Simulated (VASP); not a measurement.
# KF (R-3m) in VASP: notebook

Runs on KF. Level: PBE. Tasks: single point.

Program: VASP 6.6.1. These are calculated values, not measurements. Logs are shortened: lines on timing, memory, paths and dates and some standing lists are left out, and cuts for length are marked.

### 1 The cell of the first run

It takes space group R-3m (No. 166, trigonal). Conventional cell: a = 3.936 Å, b = 3.936 Å, c = 9.335 Å, α = 90.00°, β = 90.00°, γ = 120.00°. Within 3.6 Å of K (site symmetry -3m) lie 6 F at 2.75 Å. F (site symmetry -3m) has 6 K at 2.75 Å within 3.6 Å.

### 2 Single point, PBE (20.87 Å³/atom)

Input file INCAR:

```
ALGO     = Normal         # electronic algorithm
EDIFF    = 1E-6           # SCF threshold, eV
ENCUT    = 520            # plane-wave cutoff, eV
GGA      = PE             # functional
ISIF     = 2              # what is computed and relaxed
ISMEAR   = 0              # smearing method
LASPH    = True           # aspherical terms in the spheres
LCHARG   = False          # write CHGCAR
LREAL    = False          # projectors in reciprocal space
LWAVE    = False          # write WAVECAR
NBANDS   = 15             # bands
NELM     = 80             # most SCF steps
PREC     = Accurate       # precision mode
SIGMA    = 0.05           # smearing width, eV
```

Input file KPOINTS:

```
k-points
0
Gamma
  8 8 8
```

Input file POSCAR:

```
KF
1.0
   -0.0586252957      2.7242210196      2.7242210196
    2.7242210196     -0.0586252957      2.7242210196
    2.7242210196      2.7242210196     -0.0586252957
K F
1 1
Direct
    0.0000000000      0.0000000000      0.0000000000
    0.5000000000      0.5000000000      0.5000000000
```

Potentials or basis: VASP PAW PBE potentials, release 64 (K_sv, F).

Run with:

```console
cat potpaw_PBE.64/K_sv/POTCAR potpaw_PBE.64/F/POTCAR > POTCAR
mpirun -np 1 vasp_std > vasp.out
```

OUTCAR:

```text
EDIFF = 1E-6
   ENCUT = 520
   GGA = PE
   ISIF = 2
   ISMEAR = 0
   LASPH = True
   LREAL = False
   NELM = 80
   PREC = Accurate

 ion  position               nearest neighbor table
   1  0.000  0.000  0.000-   2 2.75   2 2.75   2 2.75   2 2.75   2 2.75   2 2.75
   2  0.500  0.500  0.500-   1 2.75   1 2.75   1 2.75   1 2.75   1 2.75   1 2.75

  LATTYP: Found a trigonal (rhomboedric) cell.
 ALAT       =     3.8530763362
 COS(alpha) =     0.4783692091

  Lattice vectors:

 A1 = (  -0.0586252957,   2.7242210196,   2.7242210196)
 A2 = (   2.7242210196,  -0.0586252957,   2.7242210196)
 A3 = (   2.7242210196,   2.7242210196,  -0.0586252957)

Analysis of symmetry for initial positions (statically):
=====================================================================
 Subroutine PRICEL returns:
 Original cell was already a primitive cell.

 Routine SETGRP: Setting up the symmetry group for a
 trigonal (rhombohedral) supercell.

 Subroutine GETGRP returns: Found 12 space group operations
 (whereof 12 operations were pure point group operations)
 out of a pool of 12 trial point group operations.

The static configuration has the point symmetry D_3d.

Analysis of symmetry for dynamics (positions and initial velocities):
=====================================================================
 Subroutine PRICEL returns:
 Original cell was already a primitive cell.

 Routine SETGRP: Setting up the symmetry group for a
 trigonal (rhombohedral) supercell.

 Subroutine GETGRP returns: Found 12 space group operations
 (whereof 12 operations were pure point group operations)
 out of a pool of 12 trial point group operations.

The dynamic configuration has the point symmetry D_3d.

 Subroutine INISYM returns: Found 12 space group operations
 (whereof 12 operations are pure point group operations),
 and found     1 'primitive' translations

----------------------------------------------------------------------------------------

                                     Primitive cell

  volume of cell :      41.7400

  direct lattice vectors                    reciprocal lattice vectors
    -0.058625296  2.724221020  2.724221020    -0.177717854  0.181626460  0.181626460
     2.724221020 -0.058625296  2.724221020     0.181626460 -0.177717854  0.181626460
     2.724221020  2.724221020 -0.058625296     0.181626460  0.181626460 -0.177717854

  length of vectors
     3.853076336  3.853076336  3.853076336     0.312345926  0.312345926  0.312345926

  position of ions in fractional coordinates (direct lattice)
[... 91 lines left out ...]
   NUPDOWN=      -1.0000    fix difference up-down
   EMIN   =  10.00;   EMAX   =-10.00  energy-range for DOS
   EFERMI =   0.00;   METHOD = LEGACY
   ISMEAR =     0;   SIGMA  =   0.05  broadening in eV -4-tet -1-fermi 0-gaus
   EFERMI_NEDOS =   21; number of points for ismear=-14 and -15
   IALGO  =     38    algorithm
   IMIX   =      4    mixing-type and parameters
     AMIX     =   0.40;   BMIX     =  1.00
     AMIX_MAG =   1.60;   BMIX_MAG =  1.00
  volume/ion in A,a.u.               =      20.87       140.84
  Fermi-wavevector in a.u.,A,eV,Ry     =   1.189225  2.247309 19.242121  1.414256
  Thomas-Fermi vector in A             =   2.325337
   LORBIT       =      0    0 simple, 1 ext, 2 COOP (PROOUT), +10 PAW based schemes
   GGA     = PE    functional components
   LHFCALC =     F    Hartree Fock is set to
   AEXX    =    0.0000 exact exchange contribution
   IVDW    =     0    specifies the selected vdW correction
   LEPSILON=     F    determine dielectric tensor
   LRPA    =     F    only Hartree local field effects (RPA)
 non-spin polarized calculation
 Gauss-broadening in eV      SIGMA  =   0.05
  energy-cutoff  :      520.00
  volume of cell :       41.74
 maximum number of plane-waves:      1143
 NGX is ok and might be reduce to    30
   NGX = 15   NGY = 15   NGZ = 15

 number of electron      15.9999998 magnetization

 Free energy of the ion-electron system (eV)
  ---------------------------------------------------
  ext. energy  EPLUGINS =         0.00000000
  ---------------------------------------------------
  free energy    TOTEN  =        -8.29148200 eV

  energy without entropy =       -8.29148200  energy(sigma->0) =       -8.29148200

 E-fermi :  -2.7809     XC(G=0):  -8.0054

 val. band max:       -3.0012659320   @ k =   0.0000   0.0000   0.0000
 cond. band min:       2.6912334217   @ k =   0.0000   0.0000   0.0000
 fundamental gap:      5.6924993537
 Fermi energy:        -2.7808695631

 k-point     1 :       0.0000    0.0000    0.0000
  band No.  band energies     occupation
      1     -29.4297      2.00000
      2     -21.6312      2.00000
      3     -12.7371      2.00000
      4     -12.7371      2.00000
      5     -12.7320      2.00000
      6      -3.0322      2.00000
      7      -3.0322      2.00000
      8      -3.0013      2.00000
      9       2.6912      0.00000
     10       7.2902      0.00000
     11       7.2902      0.00000
     12       7.5975      0.00000
     13       8.9574      0.00000
     14       8.9574      0.00000
[... 401 lines left out ...]
      2     -21.6622      2.00000
      3     -12.8850      2.00000
      4     -12.8149      2.00000
      5     -12.7437      2.00000
      6      -3.5193      2.00000
      7      -3.2597      2.00000
      8      -3.1213      2.00000
      9       4.7310      0.00000
     10       6.5543      0.00000
     11       8.1911      0.00000
     12       8.4430      0.00000
     13       9.5470      0.00000
     14       9.9514      0.00000
     15      14.0320      0.00000

 [... further k-points ...]

------------------------ aborting loop because EDIFF is reached ----------------------------------------

  FORCE on cell =-STRESS in cart. coord.  units (eV):
  Direction    XX          YY          ZZ          XY          YZ          ZX
  --------------------------------------------------------------------------------------
  -------------------------------------------------------------------------------------
  Total       -0.3242055     -0.3242055     -0.3242055      0.0722790      0.0722790      0.0722790
  in kB      -12.4445320    -12.4445320    -12.4445320      2.7744066      2.7744066      2.7744066
  external PRESSURE =     -12.4445320 kB  Pullay stress =       0.0000000 kB

 VOLUME and BASIS-vectors are now :
 -----------------------------------------------------------------------------
  energy-cutoff  :      520.00
  volume of cell :       41.74
      direct lattice vectors                 reciprocal lattice vectors
    -0.058625296  2.724221020  2.724221020    -0.177717854  0.181626460  0.181626460
     2.724221020 -0.058625296  2.724221020     0.181626460 -0.177717854  0.181626460
     2.724221020  2.724221020 -0.058625296     0.181626460  0.181626460 -0.177717854

 POSITION                                       TOTAL-FORCE (eV/Angst)
 -----------------------------------------------------------------------------------
      0.00000      0.00000      0.00000        -0.000000     -0.000000      0.000000
      2.69491      2.69491      2.69491         0.000000      0.000000     -0.000000
 -----------------------------------------------------------------------------------
    total drift:                                0.000000      0.000000      0.000000

  FREE ENERGIE OF THE ION-ELECTRON SYSTEM (eV)
  ---------------------------------------------------
  free  energy   TOTEN  =        -8.2914819969 eV

  energy  without entropy=       -8.2914819969  energy(sigma->0) =       -8.29148200
```

stdout:

```text
POSCAR found type information on POSCAR K F
 POSCAR found :  2 types and       2 ions
 scaLAPACK will be used
 LDA part: xc-table for (Slater+PW92), standard interpolation
 POSCAR, INCAR and KPOINTS ok, starting setup
 FFT: planning ... GRIDC
 FFT: planning ... GRID_SOFT
 FFT: planning ... GRID
 WAVECAR not read
 entering main loop
```

Wall time 35 s (1 thread of Intel Xeon Platinum 8488C (Sapphire Rapids), shared host); peak memory 0.19 GiB.

Results:

- Free energy: -8.2915 eV
- Pressure: -1.2 GPa
- Band gap on the k mesh: 5.69 eV

### 3 Single point, PBE (21.19 Å³/atom)

This run uses another cell than the first one, of 21.19 Å³/atom.

Input file INCAR:

```
SYSTEM = KF
ALGO     = Normal         ! electronic algorithm
EDIFF    = 1E-7           ! SCF threshold, eV
ENCUT    = 520            ! plane-wave cutoff, eV
GGA      = PE             ! functional
ISIF     = 2              ! what is computed and relaxed
ISMEAR   = 0              ! smearing method
LASPH    = .True.         ! aspherical terms in the spheres
LCHARG   = .True.         ! write CHGCAR
LELF     = .True.         ! ELF
LREAL    = .False.        ! projectors in reciprocal space
LVHAR    = .True.       
LWAVE    = .False.        ! write WAVECAR
NBANDS   = 15             ! bands
NELM     = 60             ! most SCF steps
PREC     = Accurate       ! precision mode
SIGMA    = 0.05           ! smearing width, eV
```

Input file KPOINTS:

```
k-points
0
Gamma
  8 8 8
  0 0 0
```

Input file POSCAR:

```
KF
1.0
    0.0595002953      2.7972439438      2.7972439438
    2.7972439438      0.0595002953      2.7972439438
    2.7972439438      2.7972439438      0.0595002953
K F
1 1
Direct
    0.0000000000      0.0000000000      0.0000000000
    0.5000000000      0.5000000000      0.5000000000
```

Potentials or basis: VASP PAW PBE potentials, release 64 (K_sv, F).

Run with:

```console
cat potpaw_PBE.64/K_sv/POTCAR potpaw_PBE.64/F/POTCAR > POTCAR
mpirun -np 1 vasp_std > vasp.out
```

It took 36 s on 1 thread of Intel Xeon Platinum 8488C (Sapphire Rapids), shared host; peak memory 0.19 GiB.

Results (log left out):

```yaml
Free_energy: -8.2864 eV
Pressure: -1.6 GPa
Band_gap_on_the_k_mesh: 5.63 eV
```

Stress tensor (GPa, compression positive):
```
-1.58 -0.31 -0.31
-0.31 -1.58 -0.31
-0.31 -0.31 -1.58
```

Levels at points of the mesh, in eV from the valence-band top:
```tsv
k point	band 4	band 5	band 6	band 7	band 8	band 9	band 10	band 11	band 12	band 13
(0.00, 0.00, 0.00)	-9.78	-9.78	-0.03	0.00	0.00	5.63	10.17	10.45	10.45	11.90
(0.50, 0.00, 0.00)	-9.82	-9.81	-0.69	-0.31	-0.27	8.63	9.86	11.44	11.70	13.55
(0.50, 0.50, 0.00)	-9.93	-9.92	-0.26	-0.10	-0.07	8.07	9.71	10.98	13.02	13.55
(0.50, 0.50, 0.50)	-9.80	-9.80	-0.70	-0.25	-0.25	8.51	9.75	11.52	11.52	13.59
```

A k mesh can miss the band edges. A hybrid or GW would open this gap; PBE tends to underestimate it.
